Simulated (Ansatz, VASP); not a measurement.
TiO2: VASP beside Ansatz

File POSCAR:

```
TiO2
1.0
   -4.3507577183      4.3507577183      1.8875555959
    4.3507577183     -4.3507577183      1.8875555959
    4.3507577183      4.3507577183     -1.8875555959
Ti O
4 8
Direct
    0.7077182950      0.0028552450      0.7105735400
    0.9971447550      0.7077182950      0.7048630500
    0.0028552450      0.2922817050      0.2951369500
    0.2922817050      0.9971447550      0.2894264600
    0.5011361750      0.1507847150      0.6519208900
    0.8383379800      0.8403974000      0.6787353800
    0.8492152850      0.5011361750      0.3503514600
    0.8403974000      0.1616620200      0.0020594200
    0.1596026000      0.8383379800      0.9979405800
    0.1507847150      0.4988638250      0.6496485400
    0.1616620200      0.1596026000      0.3212646200
    0.4988638250      0.8492152850      0.3480791100
```

INCAR.step1

```
SYSTEM = TiO2
ALGO = Normal ; EDIFF = 1E-4
ENCUT = 520 ; GGA = PE
ISMEAR = -1 ; LASPH = .True.
LCHARG = .False. ; LREAL = .False.
LWAVE = .True. ; NBANDS = 60
NELM = 100 ; PREC = Accurate
SIGMA = 0.02
```

INCAR.step2

```
SYSTEM = TiO2
ALGO = Normal ; EDIFF = 1E-8
ENCUT = 520 ; ISIF = 2
ISMEAR = -1 ; ISTART = 1
LASPH = .True. ; LCHARG = .False.
LEFG = .True. ; LMIXTAU = .True.
LREAL = .False. ; LWAVE = .False.
METAGGA = R2SCAN ; NBANDS = 60
NELM = 100 ; PREC = Accurate
SIGMA = 0.02
```

Contents of KPOINTS:

```
k-points
0
Gamma
  7 7 7
  0 0 0
```

Input for Ansatz:

```yaml
crystal:
  lattice:
    - [-4.3507577183, 4.3507577183, 1.8875555959]
    - [4.3507577183, -4.3507577183, 1.8875555959]
    - [4.3507577183, 4.3507577183, -1.8875555959]
  atoms:
    - { symbol: Ti, position: [0.707718295, 0.002855245, 0.71057354] }
    - { symbol: Ti, position: [0.997144755, 0.707718295, 0.70486305] }
    - { symbol: Ti, position: [0.002855245, 0.292281705, 0.29513695] }
    - { symbol: Ti, position: [0.292281705, 0.997144755, 0.28942646] }
    - { symbol: O, position: [0.501136175, 0.150784715, 0.65192089] }
    - { symbol: O, position: [0.83833798, 0.8403974, 0.67873538] }
    - { symbol: O, position: [0.849215285, 0.501136175, 0.35035146] }
    - { symbol: O, position: [0.8403974, 0.16166202, 0.00205942] }
    - { symbol: O, position: [0.1596026, 0.83833798, 0.99794058] }
    - { symbol: O, position: [0.150784715, 0.498863825, 0.64964854] }
    - { symbol: O, position: [0.16166202, 0.1596026, 0.32126462] }
    - { symbol: O, position: [0.498863825, 0.849215285, 0.34807911] }
kpoints:
  mp_grid: { grid: [7, 7, 7] }
scf:
  occupations: { method: fermi_dirac, width: 0.02 }
hamiltonian:
  xc: r2scan
  pseudopotentials: { kind: paw }
output:
  forces: true
  stress: true
  populations: true
  efg:
    quadrupole_moments_barn: { Ti: 0.247, O: -0.02558 }
    contact_densities: true
```

Alike in both runs: task electric field gradients; functional r2SCAN; k mesh 7 × 7 × 7; occupations fermi-dirac, width 0.02 eV; no spin polarisation.

|  | VASP | Ansatz |
| --- | --- | --- |
| version | VASP 6.6.1 | Ansatz 0.2.0 |
| potentials or method | VASP PAW PBE potentials, release 64 (Ti_sv, O) | plane-wave PAW, scalar-relativistic |
| plane-wave cutoff (eV) | 520 | 500 |
| valence electrons in the cell | 96 | 96 |

```tsv
	VASP	Ansatz	Ansatz less VASP
gap on the k mesh at the Fermi level (eV)	2.06	2.05	-0.007
pressure (GPa)	-0.2	-1.3	-1.10
traceless stress, the component that is largest in VASP (GPa)	0.61	0.65	+0.040
rms of the force components (eV/Å)	0.059	0.104	+0.0453
size of Vzz on the site where it differs most (V/Å²)	14.4	17.7	+3.22
```

VASP's potentials were made for PBE, not for r2SCAN. Atom by atom the forces differ by 0.046 eV/Å (rms over components).
